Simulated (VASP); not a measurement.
# SnS2 (Berndtite-2T): single point with PBE

Crystal: SnS2 (Berndtite-2T).

```
Sn S
1.0
     3.63900    0.00000    0.00000
    -1.81950    3.15147    0.00000
     0.00000    0.00000    5.86800
Sn S
1 2
Direct
  0.00000 0.00000 0.00000
  0.33333 0.66667 0.25000
  0.66667 0.33333 0.75000
```

```json
{
 "Program": "VASP 6.6.1",
 "Task": "single point",
 "Functional": "PBE",
 "Potentials or basis": "VASP PAW PBE potentials, release 64 (Sn_d, S)",
 "Cutoff": "500 eV",
 "k mesh": "6 × 6 × 3",
 "Occupations": "gaussian, width 0.02 eV",
 "Spin": "no spin polarisation"
}
```

```json
{
  "Pressure": "4.2 GPa",
  "Largest force": "0.223 eV/Å",
  "Band gap on the k mesh": "1.45 eV, indirect (least direct gap 2.00 eV)"
}
```

Forces on the atoms (eV/Å):
```
Sn   0.000  0.000  0.000
S    0.000  0.000  0.223
S    0.000  0.000 -0.223
```

Stress tensor (GPa, compression positive):
```
4.34 0.00 0.00
0.00 4.34 0.00
0.00 0.00 3.97
```

Levels at points of the mesh, in eV from the valence-band top:
```
           k point  band 9  band 10  band 11  band 12  band 13  band 14  band 15  band 16  band 17  band 18
(0.00, 0.00, 0.00)   -0.64    -0.64    -0.36    -0.36     0.00     2.01     3.67     5.46     5.46     8.96
(0.50, 0.00, 0.00)   -4.40    -2.76    -2.56    -1.04    -0.29     1.74     4.50     5.95     6.15     7.65
```

It took 17 s on 1 thread of Intel(R) Xeon(R) Platinum 8488C (Sapphire Rapids), on a shared host, peak memory 0.18 GiB.

Caveat: spin-orbit coupling is left out, which moves the levels of the heavy elements; this functional lacks dispersion, which binds the layers, so the pressure and a relaxed spacing across them are unreliable. A k mesh can miss the band edges.
